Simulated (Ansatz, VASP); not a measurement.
## Sc: VASP beside Ansatz

```
Sc
1.0
    -1.77591    1.77591    1.77591
     1.77591   -1.77591    1.77591
     1.77591    1.77591   -1.77591
Sc
1
Direct
  0.00000 0.00000 0.00000
```

Change from the starting cell: volume scaled by 0.9, LAPW.

Alike in both runs: task single point; functional PBE; k mesh 16 × 16 × 16; occupations fermi-dirac, width 0.05 eV; no spin polarisation.

```csv
,VASP,Ansatz
version,VASP 6.6.1,Ansatz 0.2.0
potentials or method,"VASP PAW PBE potentials, release 64 (Sc_sv), cutoff 520 eV","all-electron LAPW, scalar-relativistic"
```

```csv
,VASP,Ansatz,Ansatz less VASP
pressure (GPa),6.6,6.6,-0.06
```

Ansatz ran all-electron here, and VASP with PAW potentials.
